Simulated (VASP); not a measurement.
# TaN (P6_3mc) in VASP: a series of runs

Runs on TaN. Level: r2SCAN. Tasks: single point, relaxation of the atoms.

Program: VASP 6.6.1. These are calculated values, not measurements. Logs are shortened: lines on timing, memory, paths and dates and some standing lists are left out, and cuts for length are marked.

## Step 1: The cell of the first run

The structure is hexagonal, space group P6_3mc (No. 186). Conventional cell: a = 2.818 Å, b = 2.818 Å, c = 5.971 Å, α = 90.00°, β = 90.00°, γ = 120.00°. Within 2.5 Å of Ta (site symmetry 3m) lie 4 N at 1.85 to 1.98 Å. Within 2.5 Å of N (site symmetry 3m) lie 4 Ta at 1.85 to 1.98 Å.

## Step 2: Single point, r2SCAN

POSCAR reads:

```
TaN
1.0
    2.8181034155      0.0000000000      0.0000000000
   -1.4090517078      2.4405491483      0.0000000000
    0.0000000000      0.0000000000      5.9706549210
Ta N
2 2
Direct
    0.3333333333      0.6666666667      0.0373623223
    0.6666666667      0.3333333333      0.5373623223
    0.3333333333      0.6666666667      0.3476376777
    0.6666666667      0.3333333333      0.8476376777
```

INCAR.step1 reads:

```
  PREC = Accurate
  ENCUT = 520
  ISMEAR = 0
  SIGMA = 0.1
  LREAL = False
  LASPH = True
  NELM = 60
  NBANDS = 24
  GGA = PE
  ALGO = Normal
  EDIFF = 1E-4
  LWAVE = True
  LCHARG = False
```

INCAR.step2 reads:

```
  PREC = Accurate
  ENCUT = 520
  EDIFF = 1E-6
  ISMEAR = 0
  SIGMA = 0.1
  LREAL = False
  LASPH = True
  NELM = 60
  ALGO = Normal
  ISIF = 2
  LWAVE = False
  LCHARG = True
  METAGGA = R2SCAN
  LMIXTAU = True
  LELF = True
  LVHAR = True
  NBANDS = 24
  ISTART = 1
```

KPOINTS reads:

```
regular mesh
0
Gamma
  18 18 8
```

Potentials or basis: VASP PAW PBE potentials, release 64 (Ta_pv, N).

On the command line:

```bash
cat potpaw_PBE.64/Ta_pv/POTCAR potpaw_PBE.64/N/POTCAR > POTCAR
cp INCAR.step1 INCAR
mpirun -np 1 vasp_std > vasp.out
cp INCAR.step2 INCAR
mpirun -np 1 vasp_std > vasp.out
```

OUTCAR:

```text
PREC = Accurate
   ENCUT = 520
   EDIFF = 1E-6
   ISMEAR = 0
   LREAL = False
   LASPH = True
   NELM = 60
   ISIF = 2
   METAGGA = R2SCAN
   ISTART = 1

 ion  position               nearest neighbor table
   1  0.333  0.667  0.037-   3 1.85   4 1.98   4 1.98   4 1.98   2 3.40   2 3.40   2 3.40   2 3.40
                             2 3.40   2 3.40
   2  0.667  0.333  0.537-   4 1.85   3 1.98   3 1.98   3 1.98   1 3.40   1 3.40   1 3.40   1 3.40
                             1 3.40   1 3.40
   3  0.333  0.667  0.348-   1 1.85   2 1.98   2 1.98   2 1.98
   4  0.667  0.333  0.848-   2 1.85   1 1.98   1 1.98   1 1.98

  LATTYP: Found a hexagonal cell.
 ALAT       =     2.8181034155
 C/A-ratio  =     2.1186784304

  Lattice vectors:

 A1 = (   2.8181034155,   0.0000000000,   0.0000000000)
 A2 = (  -1.4090517078,   2.4405491483,   0.0000000000)
 A3 = (   0.0000000000,   0.0000000000,   5.9706549210)

Analysis of symmetry for initial positions (statically):
=====================================================================
 Subroutine PRICEL returns:
 Original cell was already a primitive cell.

 Routine SETGRP: Setting up the symmetry group for a
 hexagonal supercell.

 Subroutine GETGRP returns: Found 12 space group operations
 (whereof  6 operations were pure point group operations)
 out of a pool of 24 trial point group operations.

The static configuration has the point symmetry C_3v.
 The point group associated with its full space group is C_6v.

Analysis of symmetry for dynamics (positions and initial velocities):
=====================================================================
 Subroutine PRICEL returns:
 Original cell was already a primitive cell.

 Routine SETGRP: Setting up the symmetry group for a
 hexagonal supercell.

 Subroutine GETGRP returns: Found 12 space group operations
 (whereof  6 operations were pure point group operations)
 out of a pool of 24 trial point group operations.

The dynamic configuration has the point symmetry C_3v.
 The point group associated with its full space group is C_6v.

 Subroutine INISYM returns: Found 12 space group operations
 (whereof  6 operations are pure point group operations),
 and found     1 'primitive' translations

----------------------------------------------------------------------------------------

                                     Primitive cell

  volume of cell :      41.0645

  direct lattice vectors                    reciprocal lattice vectors
     2.818103415  0.000000000  0.000000000     0.354848582  0.204871924  0.000000000
    -1.409051708  2.440549148  0.000000000     0.000000000  0.409743848  0.000000000
     0.000000000  0.000000000  5.970654921     0.000000000  0.000000000  0.167485814

  length of vectors
     2.818103415  2.818103416  5.970654921     0.409743848  0.409743848  0.167485814

  position of ions in fractional coordinates (direct lattice)
     0.333333333  0.666666667  0.037362322
     0.666666667  0.333333333  0.537362322
     0.333333333  0.666666667  0.347637678
     0.666666667  0.333333333  0.847637678

  ion indices of the primitive-cell ions
   primitive index   ion index
                 1           1
                 2           2
                 3           3
                 4           4

----------------------------------------------------------------------------------------

 KPOINTS: regular mesh

Automatic generation of k-mesh.
 Grid dimensions read from file:
 generate k-points for:   18   18    8

 Generating k-lattice:

  Cartesian coordinates                     Fractional coordinates (reciprocal lattice)
     0.019713810  0.011381774  0.000000000     0.055555556  0.000000000  0.000000000
     0.000000000  0.022763547  0.000000000     0.000000000  0.055555556  0.000000000
     0.000000000  0.000000000  0.020935727     0.000000000  0.000000000  0.125000000

  Length of vectors
     0.022763547  0.022763547  0.020935727

  Shift w.r.t. Gamma in fractional coordinates (k-lattice)
     0.000000000  0.000000000  0.000000000

 Subroutine IBZKPT returns following result:
 ===========================================

 Found    185 irreducible k-points:

 Following reciprocal coordinates:
            Coordinates               Weight
  0.000000  0.000000  0.000000      1.000000
  0.055556  0.000000  0.000000      6.000000
  0.111111  0.000000  0.000000      6.000000
  0.166667  0.000000  0.000000      6.000000
  0.222222  0.000000  0.000000      6.000000
  0.277778  0.000000  0.000000      6.000000
[... 16 lines left out ...]
  0.333333  0.111111  0.000000     12.000000
  0.388889  0.111111  0.000000     12.000000
 [... further k-points ...]
   k-points           NKPTS =    185   k-points in BZ     NKDIM =    185   number of bands    NBANDS=     24
   number of dos      NEDOS =    301   number of ions     NIONS =      4
   total plane-waves  NPLWV =  27648
   dimension x,y,z NGX =    24 NGY =   24 NGZ =   48
   dimension x,y,z NGXF=    48 NGYF=   48 NGZF=   96
   ions per type =               2   2
   NGX,Y,Z   is equivalent  to a cutoff of  14.16, 14.16, 13.37 a.u.
   NGXF,Y,Z  is equivalent  to a cutoff of  28.32, 28.32, 26.73 a.u.
 SYSTEM =  unknown system
   PREC   = accura    normal or accurate (medium, high low for compatibility)
   ISTART =      1    job   : 0-new  1-cont  2-samecut
   ICHARG =      0    charge: 1-file 2-atom 10-const
   ISPIN  =      1    spin polarized calculation?
   LNONCOLLINEAR =      F non collinear calculations
   LSORBIT =      F    spin-orbit coupling
   LASPH  =      T    aspherical Exc in radial PAW
   ENCUT  =  520.0 eV  38.22 Ry    6.18 a.u.   5.24  5.24 11.10*2*pi/ulx,y,z
   NELM   =     60;   NELMIN=  2; NELMDL=  0     # of ELM steps
   EDIFF  = 0.1E-05   stopping-criterion for ELM
   LREAL  =      F    real-space projection
   EDIFFG = 0.1E-04   stopping-criterion for IOM
   NSW    =      0    number of steps for IOM
   IBRION =     -1    ionic relax: 0-MD 1-quasi-New 2-CG
   NFREE  =      0    steps in history (QN), initial steepest desc. (CG)
   ISIF   =      2    stress and relaxation
   ISYM   =      2    0-nonsym 1-usesym 2-fastsym
   POTIM  = 0.5000    time-step for ionic-motion
   TEBEG  =    0.0;   TEEND  =   0.0 temperature during run
   PSTRESS=    0.0 pullay stress
   NELECT =      32.0000    total number of electrons
   NUPDOWN=      -1.0000    fix difference up-down
   EMIN   =  10.00;   EMAX   =-10.00  energy-range for DOS
   EFERMI =   0.00;   METHOD = LEGACY
   ISMEAR =     0;   SIGMA  =   0.10  broadening in eV -4-tet -1-fermi 0-gaus
   EFERMI_NEDOS =   21; number of points for ismear=-14 and -15
   IALGO  =     38    algorithm
   IMIX   =      4    mixing-type and parameters
     AMIX     =   0.40;   BMIX     =  1.00
     AMIX_MAG =   1.60;   BMIX_MAG =  1.00
  volume/ion in A,a.u.               =      10.27        69.28
  Fermi-wavevector in a.u.,A,eV,Ry     =   1.506501  2.846874 30.879026  2.269544
  Thomas-Fermi vector in A             =   2.617210
   LORBIT       =      0    0 simple, 1 ext, 2 COOP (PROOUT), +10 PAW based schemes
   METAGGA = R2SCAN    functional components
   LHFCALC =     F    Hartree Fock is set to
   AEXX    =    0.0000 exact exchange contribution
   IVDW    =     0    specifies the selected vdW correction
   LEPSILON=     F    determine dielectric tensor
   LRPA    =     F    only Hartree local field effects (RPA)
 non-spin polarized calculation
 Gauss-broadening in eV      SIGMA  =   0.10
  energy-cutoff  :      520.00
  volume of cell :       41.06
 maximum number of plane-waves:      1125
 NGX is ok and might be reduce to    24
   NGX = 11   NGY = 11   NGZ = 23

 number of electron      32.0000003 magnetization

 Free energy of the ion-electron system (eV)
  ---------------------------------------------------
  ext. energy  EPLUGINS =         0.00000000
  ---------------------------------------------------
  free energy    TOTEN  =      -116.44484637 eV

  energy without entropy =     -116.44364597  energy(sigma->0) =     -116.44424617

 E-fermi :   8.7348     XC(G=0): -14.4646

 val. band max:        8.6797560558   @ k =   0.0556   0.0556   0.2500
 cond. band min:       8.7933202840   @ k =   0.0556   0.0556   0.0000
 fundamental gap:      0.1135642283
 Fermi energy:         8.7348072793

 k-point     1 :       0.0000    0.0000    0.0000
  band No.  band energies     occupation
      1     -28.1746      2.00000
      2     -27.4486      2.00000
      3     -26.6441      2.00000
      4     -26.6441      2.00000
      5     -26.5977      2.00000
      6     -26.5977      2.00000
[... 16 lines left out ...]
     23      16.0762      0.00000
     24      17.1923      0.00000

 k-point     2 :       0.0556    0.0000    0.0000
  band No.  band energies     occupation
      1     -28.1613      2.00000
      2     -27.4443      2.00000
      3     -26.6972      2.00000
      4     -26.6560      2.00000
      5     -26.6529      2.00000
      6     -26.6083      2.00000
[... 16 lines left out ...]
     23      16.3633      0.00000
     24      17.0795      0.00000

 k-point     3 :       0.1111    0.0000    0.0000
  band No.  band energies     occupation
      1     -28.1228      2.00000
      2     -27.4325      2.00000
      3     -26.8479      2.00000
      4     -26.8087      2.00000
      5     -26.6901      2.00000
      6     -26.6386      2.00000
[... 16 lines left out ...]
     23      16.8735      0.00000
     24      17.1286      0.00000

 k-point     4 :       0.1667    0.0000    0.0000
  band No.  band energies     occupation
      1     -28.0633      2.00000
      2     -27.4171      2.00000
      3     -27.0725      2.00000
      4     -27.0376      2.00000
      5     -26.7417      2.00000
      6     -26.6850      2.00000
[... 16 lines left out ...]
     23      16.7377      0.00000
     24      17.8686      0.00000

 k-point     5 :       0.2222    0.0000    0.0000
  band No.  band energies     occupation
      1     -27.9912      2.00000
      2     -27.4202      2.00000
      3     -27.3301      2.00000
      4     -27.2923      2.00000
      5     -26.8041      2.00000
      6     -26.7416      2.00000
[... 16 lines left out ...]
     23      16.7215      0.00000
     24      18.2083      0.00000

 k-point     6 :       0.2778    0.0000    0.0000
  band No.  band energies     occupation
      1     -27.9282      2.00000
      2     -27.6251      2.00000
      3     -27.5682      2.00000
      4     -27.3605      2.00000
      5     -26.8694      2.00000
      6     -26.8015      2.00000
[... 16 lines left out ...]
     23      16.7571      0.00000
     24      18.4693      0.00000
[... 379 lines left out ...]
 k-point    21 :       0.2222    0.1111    0.0000
  band No.  band energies     occupation
      1     -27.9075      2.00000
      2     -27.6537      2.00000
      3     -27.5846      2.00000
      4     -27.3575      2.00000
      5     -26.9480      2.00000
      6     -26.8880      2.00000
[... 16 lines left out ...]
     23      17.1293      0.00000
     24      18.3747      0.00000

 k-point    22 :       0.2778    0.1111    0.0000
  band No.  band energies     occupation
      1     -27.9497      2.00000
      2     -27.8619      2.00000
      3     -27.6748      2.00000
      4     -27.3539      2.00000
      5     -27.0279      2.00000
      6     -26.9611      2.00000
[... 16 lines left out ...]
     23      17.2732      0.00000
     24      18.3929      0.00000

 k-point    23 :       0.3333    0.1111    0.0000
  band No.  band energies     occupation
      1     -28.0864      2.00000
      2     -28.0236      2.00000
      3     -27.6382      2.00000
      4     -27.3569      2.00000
      5     -27.0921      2.00000
      6     -27.0203      2.00000
[... 16 lines left out ...]
     23      17.3299      0.00000
     24      17.6622      0.00000

 k-point    24 :       0.3889    0.1111    0.0000
  band No.  band energies     occupation
      1     -28.1910      2.00000
      2     -28.1278      2.00000
      3     -27.5887      2.00000
      4     -27.3662      2.00000
      5     -27.1334      2.00000
      6     -27.0587      2.00000
[... 16 lines left out ...]
     23      16.7648      0.00000
     24      17.5626      0.00000

 [... further k-points ...]

------------------------ aborting loop because EDIFF is reached ----------------------------------------

  FORCE on cell =-STRESS in cart. coord.  units (eV):
  Direction    XX          YY          ZZ          XY          YZ          ZX
  --------------------------------------------------------------------------------------
  -------------------------------------------------------------------------------------
  Total       23.7986705     23.7986705     24.2508744     -0.0000000      0.0000000     -0.0000000
  in kB      928.5318867    928.5318867    946.1751318     -0.0000000      0.0000000     -0.0000000
  external PRESSURE =     934.4129684 kB  Pullay stress =       0.0000000 kB

 VOLUME and BASIS-vectors are now :
 -----------------------------------------------------------------------------
  energy-cutoff  :      520.00
  volume of cell :       41.06
      direct lattice vectors                 reciprocal lattice vectors
     2.818103415  0.000000000  0.000000000     0.354848582  0.204871924  0.000000000
    -1.409051708  2.440549148  0.000000000     0.000000000  0.409743848  0.000000000
     0.000000000  0.000000000  5.970654921     0.000000000  0.000000000  0.167485814

 POSITION                                       TOTAL-FORCE (eV/Angst)
 -----------------------------------------------------------------------------------
     -0.00000      1.62703      0.22308        -0.000000      0.000000     -0.034014
      1.40905      0.81352      3.20840         0.000000     -0.000000     -0.034014
     -0.00000      1.62703      2.07562        -0.000000      0.000000      0.034014
      1.40905      0.81352      5.06095         0.000000     -0.000000      0.034014
 -----------------------------------------------------------------------------------
    total drift:                               -0.000000     -0.000000     -0.000657

  FREE ENERGIE OF THE ION-ELECTRON SYSTEM (eV)
  ---------------------------------------------------
  free  energy   TOTEN  =      -116.4448463651 eV

  energy  without entropy=     -116.4436459685  energy(sigma->0) =     -116.44424617
```

Wall time 6.9 min (1 thread of AMD EPYC 9R45 (Zen 5), shared host); peak memory 0.26 GiB.

What came out:

```yaml
Free_energy: -116.4448 eV
Pressure: 93.4 GPa
Largest_force: 0.034 eV/Å
Band_gap_on_the_k_mesh: 0.11 eV (least direct gap 0.17 eV)
```

Forces in eV/Å, atoms in the order of the input:
```
Ta   0.000  0.000 -0.034
Ta   0.000  0.000 -0.034
N    0.000  0.000  0.034
N    0.000  0.000  0.034
```

Levels at points of the mesh, in eV from the valence-band top:
```tsv
k point	band 14	band 15	band 16	band 17	band 18	band 19
(0.00, 0.00, 0.00)	-4.73	-1.62	-0.56	0.56	0.56	3.10
(0.50, 0.00, 0.00)	-3.79	-3.53	-0.26	1.64	3.44	3.78
(0.00, 0.00, 0.50)	-5.33	-0.29	-0.29	1.46	1.46	1.46
(0.50, 0.00, 0.50)	-5.32	-1.65	-1.65	2.43	2.43	5.65
```

Caveat: the cell stands under pressure; the PAW data sets were made with another functional, which shifts forces and pressure a little; spin-orbit coupling is left out, which moves the levels of the heavy elements.

(Part 1 of 3 ends here.)

The gap in the log of VASP goes by the Fermi energy; the results here count the filled bands.